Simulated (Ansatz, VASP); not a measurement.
# Two plane-wave programs on K2ZrO2

```xyz
5
Lattice="-2.2528 3.6382 3.6472 2.2528 -3.6382 3.6472 2.2528 3.6382 -3.6472" Properties=species:S:1:pos:R:3 pbc="T T T"
K     2.2528    0.0000    1.6199
K     0.0000    3.6382    2.0273
Zr    0.0000    0.0000    0.0000
O     0.0000    2.1998    0.0000
O     0.0000    5.0767    0.0000
```

Alike in both runs: task single point; functional PBE; k mesh 4 × 4 × 4; occupations gaussian, width 0.1 eV; no spin polarisation.

|  | VASP | Ansatz |
| --- | --- | --- |
| version | VASP 6.6.1 | Ansatz 0.2.0 |
| potentials or method | VASP PAW PBE potentials, release 64 (K_sv, Zr_sv, O), cutoff 520 eV | scalar-relativistic, plane waves, PAW |
| valence electrons in the cell | 42 | 42 |

```tsv
	VASP	Ansatz	Ansatz less VASP
gap on the k mesh at the Fermi level (eV)	none	none	-
pressure (GPa)	-1.4	-1.6	-0.20
traceless stress, the component that is largest in VASP (GPa)	-18.52	-18.54	-0.019
rms of the force components (eV/Å)	1.873	1.875	+0.0020
```

Atom by atom the forces differ by 0.003 eV/Å (rms over components). A gap of «none» marks a metal or a gap that the smearing closes.

The k mesh is coarse, so the values compare programs but aren't converged.
